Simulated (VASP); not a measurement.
# ZrB (P4/mmm) in VASP: notebook

Runs on ZrB. Level: PBE. Tasks: single point, relaxation of cell and atoms.

All numbers are computed with VASP 6.6.1; they aren't measurements. Logs are shortened: lines on timing, memory, paths and dates and some standing lists are left out, and cuts for length are marked.

## Step 1: The cell of the first run

The structure is tetragonal, space group P4/mmm (No. 123). Conventional cell: a = 2.860 Å, b = 2.860 Å, c = 3.354 Å, α = 90.00°, β = 90.00°, γ = 90.00°. Zr (site symmetry 4/mmm) has 8 B at 2.63 Å and 6 Zr at 2.86 to 3.35 Å within 3.5 Å. B (site symmetry 4/mmm) has 8 Zr at 2.63 Å and 6 B at 2.86 to 3.35 Å within 3.5 Å.

## Step 2: Single point, PBE

The input, INCAR:

```
SYSTEM = ZrB
  ALGO = Normal
  EDIFF = 1E-6
  ENCUT = 520
  GGA = PE
  ISIF = 2
  ISMEAR = -1
  LASPH = .TRUE.
  LCHARG = .FALSE.
  LREAL = .FALSE.
  LWAVE = .FALSE.
  NBANDS = 14
  NELM = 80
  PREC = Accurate
  SIGMA = 0.05
```

The input, KPOINTS:

```
k-points
0
G
  17 17 12
  0 0 0
```

The input, POSCAR:

```
ZrB
1.0
    2.8602544967      0.0000000000      0.0000000000
    0.0000000000      2.8602544967      0.0000000000
    0.0000000000      0.0000000000      3.3539390310
Zr B
1 1
Direct
    0.0000000000      0.0000000000      0.0000000000
    0.5000000000      0.5000000000      0.5000000000
```

Potentials or basis: VASP PAW PBE potentials, release 64 (Zr_sv, B).

Command:

```sh
$ cat potpaw_PBE.64/Zr_sv/POTCAR potpaw_PBE.64/B/POTCAR > POTCAR
$ mpirun -np 1 vasp_std > vasp.out
```

OUTCAR:

```text
SYSTEM = ZrB
   EDIFF = 1E-6
   ENCUT = 520
   GGA = PE
   ISIF = 2
   ISMEAR = -1
   LASPH = .TRUE.
   LREAL = .FALSE.
   NELM = 80
   PREC = Accurate

 ion  position               nearest neighbor table
   1  0.000  0.000  0.000-   2 2.63   2 2.63   2 2.63   2 2.63   2 2.63   2 2.63   2 2.63   2 2.63

   2  0.500  0.500  0.500-   1 2.63   1 2.63   1 2.63   1 2.63   1 2.63   1 2.63   1 2.63   1 2.63

  LATTYP: Found a simple tetragonal cell.
 ALAT       =     2.8602544967
 C/A-ratio  =     1.1726016111

  Lattice vectors:

 A1 = (   2.8602544967,   0.0000000000,   0.0000000000)
 A2 = (   0.0000000000,   2.8602544967,   0.0000000000)
 A3 = (   0.0000000000,   0.0000000000,   3.3539390310)

Analysis of symmetry for initial positions (statically):
=====================================================================
 Subroutine PRICEL returns:
 Original cell was already a primitive cell.

 Routine SETGRP: Setting up the symmetry group for a
 simple tetragonal supercell.

 Subroutine GETGRP returns: Found 16 space group operations
 (whereof 16 operations were pure point group operations)
 out of a pool of 16 trial point group operations.

The static configuration has the point symmetry D_4h.

Analysis of symmetry for dynamics (positions and initial velocities):
=====================================================================
 Subroutine PRICEL returns:
 Original cell was already a primitive cell.

 Routine SETGRP: Setting up the symmetry group for a
 simple tetragonal supercell.

 Subroutine GETGRP returns: Found 16 space group operations
 (whereof 16 operations were pure point group operations)
 out of a pool of 16 trial point group operations.

The dynamic configuration has the point symmetry D_4h.

 Subroutine INISYM returns: Found 16 space group operations
 (whereof 16 operations are pure point group operations),
 and found     1 'primitive' translations

----------------------------------------------------------------------------------------

                                     Primitive cell

  volume of cell :      27.4388

  direct lattice vectors                    reciprocal lattice vectors
     2.860254497  0.000000000  0.000000000     0.349619239  0.000000000  0.000000000
     0.000000000  2.860254497  0.000000000     0.000000000  0.349619239  0.000000000
     0.000000000  0.000000000  3.353939031     0.000000000  0.000000000  0.298156881

  length of vectors
     2.860254497  2.860254497  3.353939031     0.349619239  0.349619239  0.298156881

  position of ions in fractional coordinates (direct lattice)
     0.000000000  0.000000000  0.000000000
     0.500000000  0.500000000  0.500000000

  ion indices of the primitive-cell ions
   primitive index   ion index
                 1           1
                 2           2

----------------------------------------------------------------------------------------

 KPOINTS: k-points

Automatic generation of k-mesh.
 Grid dimensions read from file:
 generate k-points for:   17   17   12

 Generating k-lattice:

  Cartesian coordinates                     Fractional coordinates (reciprocal lattice)
     0.020565838  0.000000000  0.000000000     0.058823529  0.000000000  0.000000000
     0.000000000  0.020565838  0.000000000     0.000000000  0.058823529  0.000000000
     0.000000000  0.000000000  0.024846407     0.000000000  0.000000000  0.083333333

  Length of vectors
     0.020565838  0.020565838  0.024846407

  Shift w.r.t. Gamma in fractional coordinates (k-lattice)
     0.000000000  0.000000000  0.000000000

 Subroutine IBZKPT returns following result:
 ===========================================

 Found    315 irreducible k-points:

 Following reciprocal coordinates:
            Coordinates               Weight
  0.000000  0.000000  0.000000      1.000000
  0.058824  0.000000  0.000000      4.000000
  0.117647  0.000000  0.000000      4.000000
  0.176471  0.000000  0.000000      4.000000
  0.235294  0.000000  0.000000      4.000000
  0.294118  0.000000  0.000000      4.000000
[... 16 lines left out ...]
  0.411765  0.117647  0.000000      8.000000
  0.470588  0.117647  0.000000      8.000000
 [... further k-points ...]
   k-points           NKPTS =    315   k-points in BZ     NKDIM =    315   number of bands    NBANDS=     14
   number of dos      NEDOS =    301   number of ions     NIONS =      2
   total plane-waves  NPLWV =  16128
   dimension x,y,z NGX =    24 NGY =   24 NGZ =   28
   dimension x,y,z NGXF=    48 NGYF=   48 NGZF=   56
   ions per type =               1   1
   NGX,Y,Z   is equivalent  to a cutoff of  13.95, 13.95, 13.88 a.u.
   NGXF,Y,Z  is equivalent  to a cutoff of  27.90, 27.90, 27.76 a.u.
 SYSTEM =  ZrB
   PREC   = accura    normal or accurate (medium, high low for compatibility)
   ISTART =      0    job   : 0-new  1-cont  2-samecut
   ICHARG =      2    charge: 1-file 2-atom 10-const
   ISPIN  =      1    spin polarized calculation?
   LNONCOLLINEAR =      F non collinear calculations
   LSORBIT =      F    spin-orbit coupling
   LASPH  =      T    aspherical Exc in radial PAW
   ENCUT  =  520.0 eV  38.22 Ry    6.18 a.u.   5.32  5.32  6.24*2*pi/ulx,y,z
   NELM   =     80;   NELMIN=  2; NELMDL= -5     # of ELM steps
   EDIFF  = 0.1E-05   stopping-criterion for ELM
   LREAL  =      F    real-space projection
   EDIFFG = 0.1E-04   stopping-criterion for IOM
   NSW    =      0    number of steps for IOM
   IBRION =     -1    ionic relax: 0-MD 1-quasi-New 2-CG
   NFREE  =      0    steps in history (QN), initial steepest desc. (CG)
   ISIF   =      2    stress and relaxation
   ISYM   =      2    0-nonsym 1-usesym 2-fastsym
   POTIM  = 0.5000    time-step for ionic-motion
   TEBEG  =    0.0;   TEEND  =   0.0 temperature during run
   PSTRESS=    0.0 pullay stress
   NELECT =      15.0000    total number of electrons
   NUPDOWN=      -1.0000    fix difference up-down
   EMIN   =  10.00;   EMAX   =-10.00  energy-range for DOS
   EFERMI =   0.00;   METHOD = LEGACY
   ISMEAR =    -1;   SIGMA  =   0.05  broadening in eV -4-tet -1-fermi 0-gaus
   EFERMI_NEDOS =   21; number of points for ismear=-14 and -15
   IALGO  =     38    algorithm
   IMIX   =      4    mixing-type and parameters
     AMIX     =   0.40;   BMIX     =  1.00
     AMIX_MAG =   1.60;   BMIX_MAG =  1.00
  volume/ion in A,a.u.               =      13.72        92.58
  Fermi-wavevector in a.u.,A,eV,Ry     =   1.338599  2.529585 24.379553  1.791847
  Thomas-Fermi vector in A             =   2.467057
   LORBIT       =      0    0 simple, 1 ext, 2 COOP (PROOUT), +10 PAW based schemes
   GGA     = PE    functional components
   LHFCALC =     F    Hartree Fock is set to
   AEXX    =    0.0000 exact exchange contribution
   IVDW    =     0    specifies the selected vdW correction
   LEPSILON=     F    determine dielectric tensor
   LRPA    =     F    only Hartree local field effects (RPA)
 non-spin polarized calculation
  energy-cutoff  :      520.00
  volume of cell :       27.44
 maximum number of plane-waves:       759
 NGX is ok and might be reduce to    24
   NGX = 11   NGY = 11   NGZ = 13

 number of electron      15.0000000 magnetization

 Free energy of the ion-electron system (eV)
  ---------------------------------------------------
  ext. energy  EPLUGINS =         0.00000000
  ---------------------------------------------------
  free energy    TOTEN  =       -15.12475795 eV

  energy without entropy =      -15.11230963  energy(sigma->0) =      -15.11853379

 E-fermi :   9.4513     XC(G=0): -11.8777

 val. band max:        9.4397893726   @ k =   0.3529   0.0000   0.5000
 cond. band min:       9.4596256296   @ k =   0.2353   0.1765   0.2500
 fundamental gap:      0.0198362570
 Fermi energy:         9.4512873399

 k-point     1 :       0.0000    0.0000    0.0000
  band No.  band energies     occupation
      1     -39.0656      2.00000
      2     -16.9774      2.00000
      3     -16.4365      2.00000
      4     -16.4365      2.00000
      5      -0.1923      2.00000
      6       7.4993      2.00000
      7       7.5919      2.00000
      8      10.4406      0.00000
      9      12.9809      0.00000
     10      12.9809      0.00000
     11      13.9311      0.00000
     12      13.9311      0.00000
     13      15.2648      0.00000
     14      19.9848      0.00000

 k-point     2 :       0.0588    0.0000    0.0000
  band No.  band energies     occupation
      1     -39.0598      2.00000
      2     -16.9714      2.00000
      3     -16.4901      2.00000
      4     -16.4318      2.00000
      5      -0.1184      2.00000
      6       7.5515      2.00000
      7       7.6469      2.00000
      8      10.2736      0.00000
      9      12.8286      0.00000
     10      12.8452      0.00000
     11      13.9505      0.00000
     12      14.0833      0.00000
     13      15.3552      0.00000
     14      20.0629      0.00000

 k-point     3 :       0.1176    0.0000    0.0000
  band No.  band energies     occupation
      1     -39.0430      2.00000
      2     -16.9543      2.00000
      3     -16.6412      2.00000
      4     -16.4184      2.00000
      5       0.0976      2.00000
      6       7.6700      2.00000
      7       7.7912      2.00000
      8       9.8527      0.00065
      9      12.4965      0.00000
     10      12.4985      0.00000
     11      14.0063      0.00000
     12      14.4722      0.00000
     13      15.5861      0.00000
     14      20.2260      0.00000
[... 324 lines left out ...]
 k-point    23 :       0.4118    0.1176    0.0000
  band No.  band energies     occupation
      1     -38.8807      2.00000
      2     -17.7453      2.00000
      3     -16.7910      2.00000
      4     -16.4959      2.00000
      5       2.8871      2.00000
      6       5.4794      2.00000
      7       7.7912      2.00000
      8       9.0395      1.99947
      9      10.0643      0.00001
     10      13.5874      0.00000
     11      15.5435      0.00000
     12      16.5781      0.00000
     13      17.2478      0.00000
     14      19.0238      0.00000

 k-point    24 :       0.4706    0.1176    0.0000
  band No.  band energies     occupation
      1     -38.8688      2.00000
      2     -17.8321      2.00000
      3     -16.7790      2.00000
      4     -16.4854      2.00000
      5       3.4869      2.00000
      6       4.7864      2.00000
      7       7.6569      2.00000
      8       9.2647      1.95325
      9       9.7951      0.00206
     10      13.6898      0.00000
     11      16.3165      0.00000
     12      16.7903      0.00000
     13      17.3248      0.00000
     14      18.6628      0.00000

 [... further k-points ...]
[... 5 lines left out ...]
  --------------------------------------------------------------------------------------
  -------------------------------------------------------------------------------------
  Total        0.0201196      0.0201196      0.0091131      0.0000000     -0.0000000      0.0000000
  in kB        1.1748061      1.1748061      0.5321206      0.0000000     -0.0000000      0.0000000
  external PRESSURE =       0.9605776 kB  Pullay stress =       0.0000000 kB

 VOLUME and BASIS-vectors are now :
 -----------------------------------------------------------------------------
  energy-cutoff  :      520.00
  volume of cell :       27.44
      direct lattice vectors                 reciprocal lattice vectors
     2.860254497  0.000000000  0.000000000     0.349619239  0.000000000  0.000000000
     0.000000000  2.860254497  0.000000000     0.000000000  0.349619239  0.000000000
     0.000000000  0.000000000  3.353939031     0.000000000  0.000000000  0.298156881

 POSITION                                       TOTAL-FORCE (eV/Angst)
 -----------------------------------------------------------------------------------
      0.00000      0.00000      0.00000         0.000000      0.000000      0.000000
      1.43013      1.43013      1.67697         0.000000      0.000000      0.000000
 -----------------------------------------------------------------------------------
    total drift:                               -0.000000      0.000000      0.000000

  FREE ENERGIE OF THE ION-ELECTRON SYSTEM (eV)
  ---------------------------------------------------
  free  energy   TOTEN  =       -15.1247579518 eV

  energy  without entropy=      -15.1123096265  energy(sigma->0) =      -15.11853379
```

It took 2.8 min on 1 thread of AMD EPYC 7R13, shared host; peak memory 0.22 GiB.

Results:

```
Free energy : -15.1248 eV
Pressure    : 0.1 GPa
```

## Step 3: Relaxation of cell and atoms, PBE

This run uses another cell than the first one, of 14.82 Å³/atom, 1.080 times its volume.

The input, INCAR:

```
SYSTEM = ZrB
  PREC = Accurate
  ENCUT = 600
  EDIFF = 1E-6
  ISMEAR = -1
  SIGMA = 0.05
  LREAL = .FALSE.
  LASPH = .TRUE.
  NELM = 100
  ALGO = Normal
  ISIF = 3
  LWAVE = .FALSE.
  LCHARG = .FALSE.
  GGA = PE
  IBRION = 2
  NSW = 80
  EDIFFG = -0.03
```

The input, KPOINTS:

```
regular mesh
0
G
  17 17 12
  0 0 0
```

The input, POSCAR:

```
ZrB
1.0
    2.8000000000      0.0000000000      0.0000000000
    0.0000000000      2.8000000000      0.0000000000
    0.0000000000      0.0000000000      3.7800000000
Zr B
1 1
Direct
    0.0000000000      0.0000000000      0.0000000000
    0.5000000000      0.5000000000      0.5000000000
```

Potentials or basis: VASP PAW PBE potentials, release 64 (Zr_sv, B).

Command:

```sh
$ cat potpaw_PBE.64/Zr_sv/POTCAR potpaw_PBE.64/B/POTCAR > POTCAR
$ mpirun -np 1 vasp_std > vasp.out
```

Wall time 9.6 min (1 thread of AMD EPYC 7R13, shared host); peak memory 0.25 GiB.

The run converged. Its results:

- Free energy: -15.1257 eV
- Relaxed volume: 13.74 Å³/atom
- Relaxed cell: a = 2.862 Å, b = 2.862 Å, c = 3.355 Å, α = 90.00°, β = 90.00°, γ = 90.00°
- Space group after relaxing (to 0.05 Å): P4/mmm (No. 123)
- Energy gained by relaxing: 161.4 meV/atom
- Ionic steps: 7
- Pressure after relaxing: -0.1 GPa

Stress tensor (GPa, compression positive):
```
-0.16  0.00  0.00
 0.00 -0.16  0.00
 0.00  0.00 -0.08
```

Step by step:
```csv
step,energy change (eV),largest force (eV/Å),pressure (GPa),volume (Å³)
1,0.0000,0.0000,-9.22,29.64
2,-0.2795,0.0000,9.61,25.98
3,-0.2955,0.0000,5.38,26.57
4,-0.3183,0.0000,-1.73,27.79
5,-0.3227,0.0000,0.18,27.43
6,-0.3227,0.0000,0.12,27.45
7,-0.3228,0.0000,-0.14,27.48
```

Final structure:
```
Zr B
1.0
     2.86223    0.00000    0.00000
     0.00000    2.86223    0.00000
     0.00000    0.00000    3.35484
Zr B
1 1
Direct
  0.00000 0.00000 0.00000
  0.50000 0.50000 0.50000
```

Levels at points of the mesh, in eV from the Fermi level:
| k point | band 6 | band 7 | band 8 | band 9 | band 10 | band 11 |
| --- | --- | --- | --- | --- | --- | --- |
| (0.00, 0.00, 0.00) | -1.95 | -1.85 | 0.99 | 3.52 | 3.52 | 4.47 |
| (0.00, 0.00, 0.50) | -5.27 | -1.36 | 0.72 | 0.72 | 3.78 | 5.96 |
